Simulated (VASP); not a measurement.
# Ag (Immm) in VASP: single point with PBE

Aim: the single point of Ag with PBE.

Everything below comes from runs of VASP 6.6.1. Logs are shortened: lines on timing, memory, paths and dates and some standing lists are left out, and cuts for length are marked.

## (1) The cell of the first run

The structure is orthorhombic, space group Immm (No. 71). The conventional cell has a = 2.900 Å, b = 3.065 Å, c = 4.101 Å, α = 90.00°, β = 90.00°, γ = 90.00°. Ag (site symmetry mmm) has 12 Ag at 2.90 to 3.06 Å within 3.8 Å.

## (2) Single point, PBE (uniaxial strain along a: +4.5 %)

Contents of INCAR:

```
SYSTEM = Ag
ALGO = Fast
EDIFF = 1E-7
ENCUT = 520
GGA = PE
ISIF = 2
ISMEAR = 0
LASPH = .TRUE.
LCHARG = .FALSE.
LREAL = .FALSE.
LWAVE = .FALSE.
NBANDS = 18
NELM = 80
PREC = Accurate
SIGMA = 0.1
```

Contents of KPOINTS:

```
k-points
0
G
  18 18 12
  0 0 0
```

Contents of POSCAR:

```
Ag
1.0
    2.1670678230      2.1670678230      0.0000000000
   -2.0504194354      2.0504194354      0.0000000000
    0.0000000000      0.0000000000      4.1008388707
Ag
2
Direct
    0.0000000000      0.0000000000      0.0000000000
    0.5000000000      0.5000000000      0.5000000000
```

Potentials or basis: VASP PAW PBE potentials, release 64 (Ag).

Started as:

```console
$ cat potpaw_PBE.64/Ag/POTCAR > POTCAR
$ mpirun -np 1 vasp_std > vasp.out
```

OUTCAR:

```text
SYSTEM = Ag
   EDIFF = 1E-7
   ENCUT = 520
   GGA = PE
   ISIF = 2
   ISMEAR = 0
   LASPH = .TRUE.
   LREAL = .FALSE.
   NELM = 80
   PREC = Accurate

 ion  position               nearest neighbor table
   1  0.000  0.000  0.000-   2 2.94   2 2.94   2 2.94   2 2.94   2 2.94   2 2.94   2 2.94   2 2.94

   2  0.500  0.500  0.500-   1 2.94   1 2.94   1 2.94   1 2.94   1 2.94   1 2.94   1 2.94   1 2.94

  LATTYP: Found a simple orthorhombic cell.
 ALAT       =     2.8997309741
 B/A-ratio  =     1.0568900126
 C/A-ratio  =     1.4142135623

  Lattice vectors:

 A1 = (   2.0504194354,  -2.0504194354,   0.0000000000)
 A2 = (   2.1670678230,   2.1670678230,   0.0000000000)
 A3 = (   0.0000000000,   0.0000000000,   4.1008388707)

Analysis of symmetry for initial positions (statically):
=====================================================================
 Subroutine PRICEL returns following result:

  LATTYP: Found a body centered orthorhombic cell.
 ALAT       =     2.8997309741
 B/A-ratio  =     1.0568900126
 C/A-ratio  =     1.4142135623

  Lattice vectors:

 A1 = (   2.1087436292,   0.0583241938,  -2.0504194353)
 A2 = (  -2.1087436292,  -0.0583241938,  -2.0504194353)
 A3 = (   0.0583241938,   2.1087436292,   2.0504194353)

   2 primitive cells build up your supercell.

 Routine SETGRP: Setting up the symmetry group for a
 simple orthorhombic supercell.

 Subroutine GETGRP returns: Found  8 space group operations
 (whereof  8 operations were pure point group operations)
 out of a pool of  8 trial point group operations.

The static configuration has the point symmetry D_2h.

Analysis of symmetry for dynamics (positions and initial velocities):
=====================================================================
 Subroutine PRICEL returns following result:

  LATTYP: Found a body centered orthorhombic cell.
 ALAT       =     2.8997309741
 B/A-ratio  =     1.0568900126
 C/A-ratio  =     1.4142135623

  Lattice vectors:

 A1 = (   2.1087436292,   0.0583241938,  -2.0504194353)
 A2 = (  -2.1087436292,  -0.0583241938,  -2.0504194353)
 A3 = (   0.0583241938,   2.1087436292,   2.0504194353)

   2 primitive cells build up your supercell.

 Routine SETGRP: Setting up the symmetry group for a
 simple orthorhombic supercell.

 Subroutine GETGRP returns: Found  8 space group operations
 (whereof  8 operations were pure point group operations)
 out of a pool of  8 trial point group operations.

The dynamic configuration has the point symmetry D_2h.

 Subroutine INISYM returns: Found  8 space group operations
 (whereof  8 operations are pure point group operations),
 and found     2 'primitive' translations

----------------------------------------------------------------------------------------

                                     Primitive cell

  volume of cell :      18.2217

  direct lattice vectors                    reciprocal lattice vectors
     2.108743629  0.058324194 -2.050419435     0.230726512  0.230726512 -0.243852546
    -2.108743629 -0.058324194 -2.050419435    -0.243852546  0.243852546 -0.243852546
     0.058324194  2.108743629  2.050419435    -0.013126034  0.474579058  0.000000000

  length of vectors
     2.941839776  2.941839776  2.941839776     0.407349372  0.422364999  0.474760545

  position of ions in fractional coordinates (direct lattice)
     0.000000000  0.000000000  0.000000000

  ion indices of the primitive-cell ions
   primitive index   ion index
                 1           1

----------------------------------------------------------------------------------------

 KPOINTS: k-points

Automatic generation of k-mesh.
 Grid dimensions read from file:
 generate k-points for:   18   18   12

 Generating k-lattice:

  Cartesian coordinates                     Fractional coordinates (reciprocal lattice)
     0.012818140  0.012818140  0.000000000     0.055555556  0.000000000  0.000000000
    -0.013547364  0.013547364  0.000000000     0.000000000  0.055555556  0.000000000
     0.000000000  0.000000000  0.020321046     0.000000000  0.000000000  0.083333333

  Length of vectors
     0.018127587  0.019158865  0.020321046

  Shift w.r.t. Gamma in fractional coordinates (k-lattice)
     0.000000000  0.000000000  0.000000000

 Subroutine IBZKPT returns following result:
 ===========================================

 Found    700 irreducible k-points:

 Following reciprocal coordinates:
            Coordinates               Weight
  0.000000  0.000000  0.000000      1.000000
  0.055556  0.000000  0.000000      2.000000
  0.111111  0.000000  0.000000      2.000000
  0.166667  0.000000  0.000000      2.000000
  0.222222  0.000000  0.000000      2.000000
  0.277778  0.000000  0.000000      2.000000
[... 16 lines left out ...]
  0.111111  0.111111  0.000000      4.000000
  0.166667  0.111111  0.000000      4.000000
 [... further k-points ...]
   k-points           NKPTS =    700   k-points in BZ     NKDIM =    700   number of bands    NBANDS=     18
   number of dos      NEDOS =    301   number of ions     NIONS =      2
   total plane-waves  NPLWV =  17280
   dimension x,y,z NGX =    24 NGY =   24 NGZ =   30
   dimension x,y,z NGXF=    48 NGYF=   48 NGZF=   60
   ions per type =               2
   NGX,Y,Z   is equivalent  to a cutoff of  13.02, 13.76, 12.16 a.u.
   NGXF,Y,Z  is equivalent  to a cutoff of  26.04, 27.52, 24.32 a.u.
 SYSTEM =  Ag
   PREC   = accura    normal or accurate (medium, high low for compatibility)
   ISTART =      0    job   : 0-new  1-cont  2-samecut
   ICHARG =      2    charge: 1-file 2-atom 10-const
   ISPIN  =      1    spin polarized calculation?
   LNONCOLLINEAR =      F non collinear calculations
   LSORBIT =      F    spin-orbit coupling
   LASPH  =      T    aspherical Exc in radial PAW
   ENCUT  =  520.0 eV  38.22 Ry    6.18 a.u.   5.70  5.39  7.62*2*pi/ulx,y,z
   NELM   =     80;   NELMIN=  2; NELMDL= -5     # of ELM steps
   EDIFF  = 0.1E-06   stopping-criterion for ELM
   LREAL  =      F    real-space projection
   EDIFFG = 0.1E-05   stopping-criterion for IOM
   NSW    =      0    number of steps for IOM
   IBRION =     -1    ionic relax: 0-MD 1-quasi-New 2-CG
   NFREE  =      0    steps in history (QN), initial steepest desc. (CG)
   ISIF   =      2    stress and relaxation
   ISYM   =      2    0-nonsym 1-usesym 2-fastsym
   POTIM  = 0.5000    time-step for ionic-motion
   TEBEG  =    0.0;   TEEND  =   0.0 temperature during run
   PSTRESS=    0.0 pullay stress
   NELECT =      22.0000    total number of electrons
   NUPDOWN=      -1.0000    fix difference up-down
   EMIN   =  10.00;   EMAX   =-10.00  energy-range for DOS
   EFERMI =   0.00;   METHOD = LEGACY
   ISMEAR =     0;   SIGMA  =   0.10  broadening in eV -4-tet -1-fermi 0-gaus
   EFERMI_NEDOS =   21; number of points for ismear=-14 and -15
   IALGO  =     68    algorithm
   IMIX   =      4    mixing-type and parameters
     AMIX     =   0.40;   BMIX     =  1.00
     AMIX_MAG =   1.60;   BMIX_MAG =  1.00
  volume/ion in A,a.u.               =      18.22       122.97
  Fermi-wavevector in a.u.,A,eV,Ry     =   1.383597  2.614620 26.046203  1.914342
  Thomas-Fermi vector in A             =   2.508180
   LORBIT       =      0    0 simple, 1 ext, 2 COOP (PROOUT), +10 PAW based schemes
   GGA     = PE    functional components
   LHFCALC =     F    Hartree Fock is set to
   AEXX    =    0.0000 exact exchange contribution
   IVDW    =     0    specifies the selected vdW correction
   LEPSILON=     F    determine dielectric tensor
   LRPA    =     F    only Hartree local field effects (RPA)
 non-spin polarized calculation
 RMM-DIIS sequential band-by-band and
 Gauss-broadening in eV      SIGMA  =   0.10
  energy-cutoff  :      520.00
  volume of cell :       36.44
 maximum number of plane-waves:      1006
 NGX is ok and might be reduce to    24
   NGX = 11   NGY = 11   NGZ = 15

 number of electron      21.9999995 magnetization

 Free energy of the ion-electron system (eV)
  ---------------------------------------------------
  ext. energy  EPLUGINS =         0.00000000
  ---------------------------------------------------
  free energy    TOTEN  =        -5.41911713 eV

  energy without entropy =       -5.41608242  energy(sigma->0) =       -5.41759978

 E-fermi :   7.5673     XC(G=0): -11.8156

 val. band max:        7.5671338493   @ k =   0.4444   0.2222   0.3333
 cond. band min:       7.5696702178   @ k =   0.4444   0.1667   0.4167
 fundamental gap:      0.0025363685
 Fermi energy:         7.5673339960

 k-point     1 :       0.0000    0.0000    0.0000
  band No.  band energies     occupation
      1       0.2477      2.00000
      2       1.4935      2.00000
      3       1.6406      2.00000
      4       2.7612      2.00000
      5       3.0185      2.00000
      6       3.0768      2.00000
[... 10 lines left out ...]
     17      23.3027      0.00000
     18      24.5755      0.00000

 k-point     2 :       0.0556    0.0000    0.0000
  band No.  band energies     occupation
      1       0.3036      2.00000
      2       1.5136      2.00000
      3       1.6712      2.00000
      4       2.7523      2.00000
      5       3.0283      2.00000
      6       3.0898      2.00000
[... 10 lines left out ...]
     17      23.2566      0.00000
     18      24.5649      0.00000

 k-point     3 :       0.1111    0.0000    0.0000
  band No.  band energies     occupation
      1       0.4687      2.00000
      2       1.5684      2.00000
      3       1.7644      2.00000
      4       2.7274      2.00000
      5       3.0544      2.00000
      6       3.1284      2.00000
[... 10 lines left out ...]
     17      24.1997      0.00000
     18      24.3062      0.00000

 k-point     4 :       0.1667    0.0000    0.0000
  band No.  band energies     occupation
      1       0.7334      2.00000
      2       1.6495      2.00000
      3       1.9171      2.00000
      4       2.6920      2.00000
      5       3.0867      2.00000
      6       3.1914      2.00000
[... 10 lines left out ...]
     17      23.0067      0.00000
     18      24.3757      0.00000

 k-point     5 :       0.2222    0.0000    0.0000
  band No.  band energies     occupation
      1       1.0784      2.00000
      2       1.7519      2.00000
      3       2.1145      2.00000
      4       2.6541      2.00000
      5       3.1101      2.00000
      6       3.2769      2.00000
[... 10 lines left out ...]
     17      21.8127      0.00000
     18      24.2998      0.00000

 k-point     6 :       0.2778    0.0000    0.0000
  band No.  band energies     occupation
      1       1.4696      2.00000
      2       1.8713      2.00000
      3       2.3347      2.00000
      4       2.6234      2.00000
      5       3.1109      2.00000
      6       3.3825      2.00000
[... 10 lines left out ...]
     17      20.8259      0.00000
     18      24.2317      0.00000

 k-point     7 :       0.3333    0.0000    0.0000
  band No.  band energies     occupation
      1       1.8512      2.00000
      2       2.0010      2.00000
      3       2.5520      2.00000
      4       2.6100      2.00000
      5       3.0866      2.00000
      6       3.3154      2.00000
[... 10 lines left out ...]
     17      21.6030      0.00000
     18      24.2035      0.00000

 k-point     8 :       0.3889    0.0000    0.0000
  band No.  band energies     occupation
      1       2.1313      2.00000
      2       2.1492      2.00000
      3       2.6235      2.00000
      4       2.7408      2.00000
      5       3.0487      2.00000
      6       3.0837      2.00000
[... 10 lines left out ...]
     17      22.5873      0.00000
     18      24.2435      0.00000
[... 229 lines left out ...]
     17      22.3571      0.00000
     18      23.9390      0.00000

 k-point    20 :       0.5000    0.0556    0.0000
  band No.  band energies     occupation
      1       2.3830      2.00000
      2       2.3830      2.00000
      3       2.7054      2.00000
      4       2.7054      2.00000
      5       2.8659      2.00000
      6       2.8659      2.00000
[... 10 lines left out ...]
     17      23.1561      0.00000
     18      23.1561      0.00000

 k-point    21 :       0.0000    0.1111    0.0000
  band No.  band energies     occupation
      1       0.5030      2.00000
      2       1.6426      2.00000
      3       1.7465      2.00000
      4       2.8253      2.00000
      5       3.0033      2.00000
      6       3.1344      2.00000
[... 10 lines left out ...]
     17      23.4917      0.00000
     18      25.6543      0.00000

 k-point    22 :       0.0556    0.1111    0.0000
  band No.  band energies     occupation
      1       0.5576      2.00000
      2       1.6666      2.00000
      3       1.7717      2.00000
      4       2.7842      2.00000
      5       3.0488      2.00000
      6       3.1457      2.00000
[... 10 lines left out ...]
     17      23.4791      0.00000
     18      25.5687      0.00000

 k-point    23 :       0.1111    0.1111    0.0000
  band No.  band energies     occupation
      1       0.7179      2.00000
      2       1.7276      2.00000
      3       1.8535      2.00000
      4       2.7077      2.00000
      5       3.1396      2.00000
      6       3.1741      2.00000
[... 10 lines left out ...]
     17      24.4542      0.00000
     18      24.5045      0.00000

 k-point    24 :       0.1667    0.1111    0.0000
  band No.  band energies     occupation
      1       0.9723      2.00000
      2       1.8103      2.00000
      3       1.9945      2.00000
      4       2.6279      2.00000
      5       3.2000      2.00000
      6       3.2478      2.00000
[... 10 lines left out ...]
     17      23.2656      0.00000
     18      25.3909      0.00000

 [... further k-points ...]

------------------------ aborting loop because EDIFF is reached ----------------------------------------

  FORCE on cell =-STRESS in cart. coord.  units (eV):
  Direction    XX          YY          ZZ          XY          YZ          ZX
  --------------------------------------------------------------------------------------
  -------------------------------------------------------------------------------------
  Total       -0.3803062     -0.3803062     -0.2976741     -0.4672219      0.0000000      0.0000000
  in kB      -16.7196093    -16.7196093    -13.0868074    -20.5407306      0.0000000      0.0000000
  external PRESSURE =     -15.5086753 kB  Pullay stress =       0.0000000 kB

 VOLUME and BASIS-vectors are now :
 -----------------------------------------------------------------------------
  energy-cutoff  :      520.00
  volume of cell :       36.44
      direct lattice vectors                 reciprocal lattice vectors
     2.167067823  2.167067823  0.000000000     0.230726512  0.230726512  0.000000000
    -2.050419435  2.050419435  0.000000000    -0.243852546  0.243852546  0.000000000
     0.000000000  0.000000000  4.100838871     0.000000000  0.000000000  0.243852546

 POSITION                                       TOTAL-FORCE (eV/Angst)
 -----------------------------------------------------------------------------------
      0.00000      0.00000      0.00000         0.000000      0.000000      0.000000
      0.05832      2.10874      2.05042        -0.000000     -0.000000     -0.000000
 -----------------------------------------------------------------------------------
    total drift:                               -0.000000      0.000000     -0.000000

  FREE ENERGIE OF THE ION-ELECTRON SYSTEM (eV)
  ---------------------------------------------------
  free  energy   TOTEN  =        -5.4191171314 eV

  energy  without entropy=       -5.4160824225  energy(sigma->0) =       -5.41759978
```

Run time: 6.7 min. Hardware: 1 thread of AMD EPYC 7R43 (Zen 3), shared host; peak memory 0.41 GiB.

Results:

| Item | Value |
| --- | --- |
| Free energy | -5.4191 eV |
| Pressure | -1.6 GPa |
| Band gap on the k mesh | zero (bands 11 and 12 overlap by 8.92 eV) |

Stress tensor (GPa, compression positive):
```
-1.67 -2.05  0.00
-2.05 -1.67  0.00
 0.00  0.00 -1.31
```

Levels at points of the mesh, in eV from the Fermi level:
```csv
k point,band 7,band 8,band 9,band 10,band 11,band 12,band 13,band 14,band 15,band 16
"(0.00, 0.00, 0.00)",-3.75,-3.59,-3.00,-2.79,-2.77,1.95,6.65,9.06,10.96,15.16
"(0.50, 0.00, 0.00)",-3.89,-3.89,-3.64,-3.64,-1.04,-1.04,8.76,8.76,9.01,9.01
"(0.00, 0.50, 0.00)",-4.19,-4.19,-3.76,-3.76,-0.40,-0.40,9.33,9.33,9.40,9.40
"(0.50, 0.50, 0.00)",-2.80,-2.80,-2.75,-2.75,1.51,1.51,6.02,6.02,10.48,10.48
"(0.00, 0.00, 0.50)",-3.76,-3.76,-3.54,-3.54,-3.39,-3.39,12.98,12.98,14.80,14.80
"(0.50, 0.00, 0.50)",-3.13,-3.13,-2.90,-2.90,-0.43,-0.43,2.89,2.89,15.33,15.33
"(0.00, 0.50, 0.50)",-2.98,-2.98,-2.90,-2.90,-0.05,-0.05,3.59,3.59,14.64,14.64
"(0.50, 0.50, 0.50)",-3.66,-3.66,-2.85,-2.85,5.53,5.53,5.87,5.87,6.38,6.38
```

Caveat: the cell differs from its parent crystal (uniaxial strain along a: +4.5 %).
